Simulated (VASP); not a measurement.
**WS2: single point with r2SCAN**

The system is WS2, a slab with vacuum.

```
W S
1.0
     3.35818    0.00000    0.00000
    -1.67909    2.90827    0.00000
     0.00000    0.00000   15.21019
W S
1 2
Cartesian
  0.0000 1.9388 0.0000
  1.6791 0.9694 13.8112
  1.6791 0.9694 1.3990
```

This cell differs from its parent crystal: ratio of the length along z to the lengths across it x 0.85, volume and fractional coordinates fixed.

| Quantity | Value |
| --- | --- |
| Program | VASP 6.6.1 |
| Task | single point |
| Functional | r2SCAN |
| Potentials or basis | VASP PAW PBE potentials, release 64 (W_sv, S) |
| Cutoff | 520 eV |
| k mesh | 12 × 12 × 2 |
| Occupations | gaussian, width 0.05 eV |
| Spin | no spin polarisation |
| Dipole correction | no |
| Further INCAR settings | ALGO = Normal; EDIFF = 1e-06; NBANDS = 20 |

```yaml
Largest_force: 2.361 eV/Å
Band_gap_on_the_k_mesh: zero (bands 13 and 14 overlap by 0.13 eV)
```

Forces in eV/Å, atoms in the order of the input:
```
W    0.000  0.000  0.000
S    0.000  0.000 -2.361
S    0.000  0.000  2.361
```

Levels at points of the mesh, in eV from the Fermi level:
| k point | band 10 | band 11 | band 12 | band 13 | band 14 | band 15 | band 16 | band 17 |
| --- | --- | --- | --- | --- | --- | --- | --- | --- |
| (0.00, 0.00, 0.00) | -3.38 | -3.38 | -2.00 | 0.12 | 1.92 | 1.92 | 2.59 | 2.59 |
| (0.50, 0.00, 0.00) | -4.92 | -3.15 | -2.18 | -1.62 | 1.37 | 1.57 | 3.64 | 4.37 |
| (0.00, 0.00, 0.50) | -3.38 | -3.38 | -2.00 | 0.12 | 1.92 | 1.92 | 2.59 | 2.59 |
| (0.50, 0.00, 0.50) | -4.92 | -3.15 | -2.18 | -1.62 | 1.37 | 1.57 | 3.64 | 4.37 |

Run time: 8.7 min on 1 thread of Intel(R) Xeon(R) Platinum 8259CL CPU @ 2.50GHz (Skylake/Cascade Lake), on a shared host, peak memory 0.38 GiB.

Caveat: there is no dipole correction, which matters where the two faces differ; the PAW data sets were made with another functional, which shifts forces and pressure a little; spin-orbit coupling is left out, which moves the levels of the heavy elements.
